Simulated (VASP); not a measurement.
Here is a VASP 6.6.1 calculation.

Contents of POSCAR:

```
Sm
1.0
    0.0000000000      2.5000015000      2.5000015000
    2.5000015000      0.0000000000      2.5000015000
    2.5000015000      2.5000015000      0.0000000000
Sm
1
Direct
    0.0000000000      0.0000000000      0.0000000000
```

INCAR.step1

```
SYSTEM = Sm
ALGO = Normal
EDIFF = 1E-5
ENCUT = 800
GGA = PE
GGA_COMPAT = .False.
ISMEAR = 0
LASPH = .True.
LCHARG = .False.
LMAXMIX = 6
LREAL = .False.
LWAVE = .True.
NBANDS = 14
NELM = 200
PREC = Accurate
SIGMA = 0.05
```

Contents of INCAR.step2:

```
SYSTEM = Sm
ALGO = Normal
EDIFF = 1E-6
ENCUT = 800
GGA_COMPAT = .False.
ISIF = 2
ISMEAR = 0
ISTART = 1
LASPH = .True.
LCHARG = .True.
LELF = .True.
LMAXMIX = 6
LMIXTAU = .True.
LREAL = .False.
LVHAR = .True.
LWAVE = .False.
METAGGA = R2SCAN
NBANDS = 14
NELM = 200
PREC = Accurate
SIGMA = 0.05
```

The input KPOINTS:

```
k-points
0
Gamma
  4 4 4
  0 0 0
```

Potentials or basis: VASP PAW PBE potentials, release 64 (Sm).

Command:

```bash
$ cat potpaw_PBE.64/Sm/POTCAR > POTCAR
$ cp INCAR.step1 INCAR
$ mpirun -np 1 vasp_std > vasp.out
$ cp INCAR.step2 INCAR
$ mpirun -np 1 vasp_std > vasp.out
```

Problem. What does it give for the pressure?

Solution. -5.2 GPa.

Problem. Estimate the band gap on the k mesh.

Solution. Zero (bands 8 and 9 overlap by 0.08 eV).

Caveat: the k points lie up to 0.54 Å⁻¹ apart; the PAW data sets were made with another functional, which shifts forces and pressure a little; spin-orbit coupling is left out, which moves the levels of the heavy elements; semilocal functionals describe open f shells poorly, which spoils levels, moments and volumes. Spin polarisation is off, so any magnetic state and its effect on volume and gap are missing.
